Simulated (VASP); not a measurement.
# Ru (Pm-3m) in VASP: a series of runs

Runs on Ru. Level: PBE. Tasks: single point.

Everything below comes from runs of VASP 6.6.1. Logs are shortened: lines on timing, memory, paths and dates and some standing lists are left out, and cuts for length are marked.

## 1. The cell of the first run

Symmetry: Pm-3m, No. 221, cubic system. Conventional cell: a = 2.577 Å, b = 2.577 Å, c = 2.577 Å, α = 90.00°, β = 90.00°, γ = 90.00°. Within 3.4 Å of Ru (site symmetry m-3m) lie 6 Ru at 2.58 Å.

## 2. Single point, PBE (volume scaled by 1.08)

INCAR

```
SYSTEM = Ru
ALGO     = Normal         ! electronic algorithm
EDIFF    = 1E-7           ! SCF threshold, eV
ENCUT    = 520            ! plane-wave cutoff, eV
GGA      = PE             ! functional
ISIF     = 2              ! what is computed and relaxed
ISMEAR   = -1             ! smearing method
LASPH    = .TRUE.         ! aspherical terms in the spheres
LCHARG   = .FALSE.        ! write CHGCAR
LREAL    = .FALSE.        ! projectors in reciprocal space
LWAVE    = .FALSE.        ! write WAVECAR
NBANDS   = 13             ! bands
NELM     = 60             ! most SCF steps
PREC     = Accurate       ! precision mode
SIGMA    = 0.1            ! smearing width, eV
```

KPOINTS

```
k-points
0
G
  14 14 14
  0 0 0
```

POSCAR

```
Ru
1.0
    2.5774303103      0.0000000000      0.0000000000
    0.0000000000      2.5774303103      0.0000000000
    0.0000000000      0.0000000000      2.5774303103
Ru
1
Direct
    0.0000000000      0.0000000000      0.0000000000
```

Potentials or basis: VASP PAW PBE potentials, release 64 (Ru_pv).

Started as:

```bash
$ cat potpaw_PBE.64/Ru_pv/POTCAR > POTCAR
$ mpirun -np 1 vasp_std > vasp.out
```

OUTCAR:

```text
SYSTEM = Ru
   EDIFF = 1E-7
   ENCUT = 520
   GGA = PE
   ISIF = 2
   ISMEAR = -1
   LASPH = .TRUE.
   LREAL = .FALSE.
   NELM = 60
   PREC = Accurate

 ion  position               nearest neighbor table
   1  0.000  0.000  0.000-

  LATTYP: Found a simple cubic cell.
 ALAT       =     2.5774303103

  Lattice vectors:

 A1 = (   2.5774303103,   0.0000000000,   0.0000000000)
 A2 = (   0.0000000000,   2.5774303103,   0.0000000000)
 A3 = (   0.0000000000,   0.0000000000,   2.5774303103)

Analysis of symmetry for initial positions (statically):
=====================================================================
 Subroutine PRICEL returns:
 Original cell was already a primitive cell.

 Routine SETGRP: Setting up the symmetry group for a
 simple cubic supercell.

 Subroutine GETGRP returns: Found 48 space group operations
 (whereof 48 operations were pure point group operations)
 out of a pool of 48 trial point group operations.

The static configuration has the point symmetry O_h .

Analysis of symmetry for dynamics (positions and initial velocities):
=====================================================================
 Subroutine PRICEL returns:
 Original cell was already a primitive cell.

 Routine SETGRP: Setting up the symmetry group for a
 simple cubic supercell.

 Subroutine GETGRP returns: Found 48 space group operations
 (whereof 48 operations were pure point group operations)
 out of a pool of 48 trial point group operations.

The dynamic configuration has the point symmetry O_h .

 Subroutine INISYM returns: Found 48 space group operations
 (whereof 48 operations are pure point group operations),
 and found     1 'primitive' translations

----------------------------------------------------------------------------------------

                                     Primitive cell

  volume of cell :      17.1222

  direct lattice vectors                    reciprocal lattice vectors
     2.577430310  0.000000000  0.000000000     0.387983332  0.000000000  0.000000000
     0.000000000  2.577430310  0.000000000     0.000000000  0.387983332  0.000000000
     0.000000000  0.000000000  2.577430310     0.000000000  0.000000000  0.387983332

  length of vectors
     2.577430310  2.577430310  2.577430310     0.387983332  0.387983332  0.387983332

  position of ions in fractional coordinates (direct lattice)
     0.000000000  0.000000000  0.000000000

  ion indices of the primitive-cell ions
   primitive index   ion index
                 1           1

----------------------------------------------------------------------------------------

 KPOINTS: k-points

Automatic generation of k-mesh.
 Grid dimensions read from file:
 generate k-points for:   14   14   14

 Generating k-lattice:

  Cartesian coordinates                     Fractional coordinates (reciprocal lattice)
     0.027713095  0.000000000  0.000000000     0.071428571  0.000000000  0.000000000
     0.000000000  0.027713095  0.000000000     0.000000000  0.071428571  0.000000000
     0.000000000  0.000000000  0.027713095     0.000000000  0.000000000  0.071428571

  Length of vectors
     0.027713095  0.027713095  0.027713095

  Shift w.r.t. Gamma in fractional coordinates (k-lattice)
     0.000000000  0.000000000  0.000000000

 Subroutine IBZKPT returns following result:
 ===========================================

 Found    120 irreducible k-points:

 Following reciprocal coordinates:
            Coordinates               Weight
  0.000000  0.000000  0.000000      1.000000
  0.071429  0.000000  0.000000      6.000000
  0.142857  0.000000  0.000000      6.000000
  0.214286  0.000000  0.000000      6.000000
  0.285714  0.000000  0.000000      6.000000
  0.357143  0.000000  0.000000      6.000000
[... 16 lines left out ...]
  0.285714  0.214286  0.000000     24.000000
  0.357143  0.214286  0.000000     24.000000
 [... further k-points ...]
   k-points           NKPTS =    120   k-points in BZ     NKDIM =    120   number of bands    NBANDS=     13
   number of dos      NEDOS =    301   number of ions     NIONS =      1
   total plane-waves  NPLWV =   8000
   dimension x,y,z NGX =    20 NGY =   20 NGZ =   20
   dimension x,y,z NGXF=    40 NGYF=   40 NGZF=   40
   ions per type =               1
   NGX,Y,Z   is equivalent  to a cutoff of  12.90, 12.90, 12.90 a.u.
   NGXF,Y,Z  is equivalent  to a cutoff of  25.80, 25.80, 25.80 a.u.
 SYSTEM =  Ru
   PREC   = accura    normal or accurate (medium, high low for compatibility)
   ISTART =      0    job   : 0-new  1-cont  2-samecut
   ICHARG =      2    charge: 1-file 2-atom 10-const
   ISPIN  =      1    spin polarized calculation?
   LNONCOLLINEAR =      F non collinear calculations
   LSORBIT =      F    spin-orbit coupling
   LASPH  =      T    aspherical Exc in radial PAW
   ENCUT  =  520.0 eV  38.22 Ry    6.18 a.u.   4.79  4.79  4.79*2*pi/ulx,y,z
   NELM   =     60;   NELMIN=  2; NELMDL= -5     # of ELM steps
   EDIFF  = 0.1E-06   stopping-criterion for ELM
   LREAL  =      F    real-space projection
   EDIFFG = 0.1E-05   stopping-criterion for IOM
   NSW    =      0    number of steps for IOM
   IBRION =     -1    ionic relax: 0-MD 1-quasi-New 2-CG
   NFREE  =      0    steps in history (QN), initial steepest desc. (CG)
   ISIF   =      2    stress and relaxation
   ISYM   =      2    0-nonsym 1-usesym 2-fastsym
   POTIM  = 0.5000    time-step for ionic-motion
   TEBEG  =    0.0;   TEEND  =   0.0 temperature during run
   PSTRESS=    0.0 pullay stress
   NELECT =      14.0000    total number of electrons
   NUPDOWN=      -1.0000    fix difference up-down
   EMIN   =  10.00;   EMAX   =-10.00  energy-range for DOS
   EFERMI =   0.00;   METHOD = LEGACY
   ISMEAR =    -1;   SIGMA  =   0.10  broadening in eV -4-tet -1-fermi 0-gaus
   EFERMI_NEDOS =   21; number of points for ismear=-14 and -15
   IALGO  =     38    algorithm
   IMIX   =      4    mixing-type and parameters
     AMIX     =   0.40;   BMIX     =  1.00
     AMIX_MAG =   1.60;   BMIX_MAG =  1.00
  volume/ion in A,a.u.               =      17.12       115.55
  Fermi-wavevector in a.u.,A,eV,Ry     =   1.530843  2.892873 31.884974  2.343479
  Thomas-Fermi vector in A             =   2.638270
   LORBIT       =      0    0 simple, 1 ext, 2 COOP (PROOUT), +10 PAW based schemes
   GGA     = PE    functional components
   LHFCALC =     F    Hartree Fock is set to
   AEXX    =    0.0000 exact exchange contribution
   IVDW    =     0    specifies the selected vdW correction
   LEPSILON=     F    determine dielectric tensor
   LRPA    =     F    only Hartree local field effects (RPA)
 non-spin polarized calculation
  energy-cutoff  :      520.00
  volume of cell :       17.12
 maximum number of plane-waves:       480
 NGX is ok and might be reduce to    20
   NGX =  9   NGY =  9   NGZ =  9

 number of electron      14.0000008 magnetization

 Free energy of the ion-electron system (eV)
  ---------------------------------------------------
  ext. energy  EPLUGINS =         0.00000000
  ---------------------------------------------------
  free energy    TOTEN  =        -8.06492525 eV

  energy without entropy =       -8.00577949  energy(sigma->0) =       -8.03535237

 E-fermi :   9.2684     XC(G=0): -12.5671

 val. band max:        9.2638491720   @ k =   0.4286   0.4286   0.2857
 cond. band min:       9.2895370692   @ k =   0.2143   0.2143   0.1429
 fundamental gap:      0.0256878972
 Fermi energy:         9.2684010198

 k-point     1 :       0.0000    0.0000    0.0000
  band No.  band energies     occupation
      1     -33.0744      2.00000
      2     -33.0744      2.00000
      3     -33.0744      2.00000
      4       2.6147      2.00000
      5       4.5137      2.00000
      6       4.5137      2.00000
      7      10.6972      0.00000
      8      10.6972      0.00000
      9      10.6972      0.00000
     10      20.3206      0.00000
     11      25.3321      0.00000
     12      25.3321      0.00000
     13      25.3321      0.00000

 k-point     2 :       0.0714    0.0000    0.0000
  band No.  band energies     occupation
      1     -33.1166      2.00000
      2     -33.0708      2.00000
      3     -33.0708      2.00000
      4       2.7595      2.00000
      5       4.5443      2.00000
      6       4.6526      2.00000
      7      10.5579      0.00001
      8      10.5579      0.00001
      9      10.7079      0.00000
     10      20.3206      0.00000
     11      24.4116      0.00000
     12      25.5955      0.00000
     13      25.5955      0.00000

 k-point     3 :       0.1429    0.0000    0.0000
  band No.  band energies     occupation
      1     -33.2339      2.00000
      2     -33.0609      2.00000
      3     -33.0609      2.00000
      4       3.1483      2.00000
      5       4.6313      2.00000
      6       5.0854      2.00000
      7      10.1872      0.00020
      8      10.1872      0.00020
      9      10.7381      0.00000
     10      20.3204      0.00000
     11      22.5433      0.00000
     12      26.3294      0.00000
     13      26.3294      0.00000
[... 305 lines left out ...]
 k-point    23 :       0.2857    0.2143    0.0000
  band No.  band energies     occupation
      1     -33.5476      2.00000
      2     -33.3487      2.00000
      3     -33.0036      2.00000
      4       4.8691      2.00000
      5       5.8130      2.00000
      6       7.0239      2.00000
      7       9.0207      1.84501
      8       9.3263      0.71845
      9       9.9167      0.00305
     10      19.8879      0.00000
     11      20.3216      0.00000
     12      23.1808      0.00000
     13      28.4008      0.00000

 k-point    24 :       0.3571    0.2143    0.0000
  band No.  band energies     occupation
      1     -33.7059      2.00000
      2     -33.3318      2.00000
      3     -32.9894      2.00000
      4       5.1680      2.00000
      5       5.8415      2.00000
      6       7.2108      2.00000
      7       8.9340      1.93183
      8       9.9739      0.00173
      9      10.0057      0.00125
     10      18.1163      0.00000
     11      20.3210      0.00000
     12      24.1202      0.00000
     13      27.7487      0.00000

 [... further k-points ...]

------------------------ aborting loop because EDIFF is reached ----------------------------------------

  FORCE on cell =-STRESS in cart. coord.  units (eV):
  Direction    XX          YY          ZZ          XY          YZ          ZX
  --------------------------------------------------------------------------------------
  -------------------------------------------------------------------------------------
  Total       -1.4850440     -1.4850440     -1.4850440      0.0000000      0.0000000     -0.0000000
  in kB     -138.9597791   -138.9597791   -138.9597791      0.0000000      0.0000000     -0.0000000
  external PRESSURE =    -138.9597791 kB  Pullay stress =       0.0000000 kB

 VOLUME and BASIS-vectors are now :
 -----------------------------------------------------------------------------
  energy-cutoff  :      520.00
  volume of cell :       17.12
      direct lattice vectors                 reciprocal lattice vectors
     2.577430310  0.000000000  0.000000000     0.387983332  0.000000000  0.000000000
     0.000000000  2.577430310  0.000000000     0.000000000  0.387983332  0.000000000
     0.000000000  0.000000000  2.577430310     0.000000000  0.000000000  0.387983332

 POSITION                                       TOTAL-FORCE (eV/Angst)
 -----------------------------------------------------------------------------------
      0.00000      0.00000      0.00000         0.000000      0.000000      0.000000
 -----------------------------------------------------------------------------------
    total drift:                                0.000000      0.000000      0.000000

  FREE ENERGIE OF THE ION-ELECTRON SYSTEM (eV)
  ---------------------------------------------------
  free  energy   TOTEN  =        -8.0649252538 eV

  energy  without entropy=       -8.0057794933  energy(sigma->0) =       -8.03535237
```

It took 11 s on 1 thread of Intel Xeon Platinum 8488C (Sapphire Rapids), shared host; peak memory 0.14 GiB.

Results:

```
Free energy            : -8.0649 eV
Pressure               : -13.9 GPa
Band gap on the k mesh : zero (band 7 reaches 12.53 eV, above the bottom of band 8 at 8.58 eV)
```

Levels at points of the mesh, in eV from the Fermi level:
| k point | band 3 | band 4 | band 5 | band 6 | band 7 | band 8 | band 9 | band 10 | band 11 | band 12 |
| --- | --- | --- | --- | --- | --- | --- | --- | --- | --- | --- |
| (0.00, 0.00, 0.00) | -42.34 | -6.65 | -4.75 | -4.75 | 1.43 | 1.43 | 1.43 | 11.05 | 16.06 | 16.06 |
| (0.50, 0.00, 0.00) | -42.27 | -4.09 | -4.08 | -0.85 | -0.85 | -0.08 | 1.65 | 6.64 | 11.05 | 16.32 |
| (0.50, 0.50, 0.00) | -42.20 | -5.35 | -3.25 | -0.41 | -0.41 | 3.11 | 5.43 | 5.43 | 11.05 | 13.16 |
| (0.50, 0.50, 0.50) | -42.96 | -4.15 | -4.15 | -4.15 | 3.26 | 3.26 | 9.39 | 11.05 | 11.80 | 11.80 |

## 3. Single point, PBE (volume scaled by 1.12)

INCAR

```
SYSTEM = Ru
ALGO = Normal
EDIFF = 1E-6
ENCUT = 520
GGA = PE
ISIF = 2
ISMEAR = -1
LASPH = .TRUE.
LCHARG = .FALSE.
LREAL = .FALSE.
LWAVE = .FALSE.
NBANDS = 13
NELM = 80
PREC = Accurate
SIGMA = 0.1
```

KPOINTS is that of step 2.

POSCAR

```
Ru
1.0
    2.6088654853      0.0000000000      0.0000000000
    0.0000000000      2.6088654853      0.0000000000
    0.0000000000      0.0000000000      2.6088654853
Ru
1
Direct
    0.0000000000      0.0000000000      0.0000000000
```

Potentials or basis: VASP PAW PBE potentials, release 64 (Ru_pv).

Started as:

```bash
$ cat potpaw_PBE.64/Ru_pv/POTCAR > POTCAR
$ mpirun -np 1 vasp_std > vasp.out
```

It took 9.8 s on 1 thread of Intel Xeon Platinum 8488C (Sapphire Rapids), shared host; peak memory 0.14 GiB.

It converged, with:

* Free energy: -8.0001 eV
* Pressure: -18.8 GPa
* Band gap on the k mesh: zero (band 7 reaches 11.81 eV, above the bottom of band 8 at 8.08 eV)

Levels at points of the mesh, in eV from the Fermi level:
```csv
k point,band 5,band 6,band 7,band 8,band 9,band 10
"(0.00, 0.00, 0.00)",-4.52,-4.52,1.35,1.35,1.35,11.10
"(0.50, 0.00, 0.00)",-3.89,-0.80,-0.80,-0.01,1.55,6.34
"(0.50, 0.50, 0.00)",-3.11,-0.38,-0.38,2.94,5.32,5.32
"(0.50, 0.50, 0.50)",-3.92,-3.92,3.08,3.08,9.46,11.10
```
